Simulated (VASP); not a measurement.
## Li5Mg11: single point with PBE

The system is Li5Mg11.

```
Mg Li
1.0
     6.98742    0.15211    0.14328
     0.15211    7.26210   -0.08411
     0.14328   -0.08411    7.11090
Mg Li
11 5
Direct
  0.52702 0.74532 0.14748
  0.90789 0.37791 0.15774
  0.96042 0.58181 0.83349
  0.03779 0.15692 0.81988
  0.13941 0.81690 0.50882
  0.37735 0.52050 0.83678
  0.26162 0.14064 0.17015
  0.94433 0.87316 0.17809
  0.64139 0.72692 0.59829
  0.41918 0.42962 0.36524
  0.41687 0.13117 0.59502
  0.66806 0.01324 0.90304
  0.21342 0.87471 0.89449
  0.69605 0.36119 0.64769
  0.84281 0.03387 0.47503
  0.05136 0.39160 0.51734
```

```
Program                : VASP 6.6.1
Task                   : single point
Functional             : PBE
Potentials or basis    : VASP PAW PBE potentials, release 64 (Mg, Li_sv)
Cutoff                 : 650 eV
k mesh                 : 1 × 1 × 1, shifted
Occupations            : fermi-dirac, width 0.0974 eV
Spin                   : no spin polarisation
Dipole correction      : no
Further INCAR settings : LREAL = Auto; ALGO = Normal; EDIFF = 1e-06; NBANDS = 32; ISYM = -1
```

```yaml
Pressure: 2.3 GPa
Largest_force: 1.173 eV/Å
Band_gap_on_the_k_mesh: zero (an odd number of electrons rules out a gap without spin polarisation)
```

Forces in eV/Å, atoms in the order of the input:
```
Mg   0.055  0.103  0.304
Mg  -0.369  0.060  0.458
Mg  -0.542  0.824  0.058
Mg  -0.499  0.442 -0.309
Mg   0.716 -0.402  0.169
Mg  -0.161 -0.725  0.170
Mg   0.084 -0.248  0.202
Mg  -0.136 -0.567 -0.972
Mg  -0.021  0.305 -0.406
Mg   0.180  0.848 -0.157
Mg  -0.257 -0.758  0.124
Li   0.087  0.144 -0.113
Li   0.689 -0.558 -0.056
Li   0.320 -0.168  0.298
Li  -0.524  0.898  0.543
Li   0.377 -0.199 -0.313
```

Stress tensor (GPa, compression positive):
```
-1.25  2.66  3.80
 2.66  4.45 -1.26
 3.80 -1.26  3.70
```

Levels at points of the mesh, in eV from the Fermi level:
```tsv
k point	band 14	band 15	band 16	band 17	band 18	band 19	band 20	band 21	band 22	band 23
(0.25, 0.25, 0.25)	-1.47	-1.37	-0.95	-0.45	-0.36	0.01	0.30	0.38	0.61	1.13
```

Run time: 76 s on 1 thread of AMD EPYC 7R13 Processor (Zen 3), on a shared host, peak memory 0.41 GiB.

Caveat: the atoms stand as in a frame of molecular dynamics.
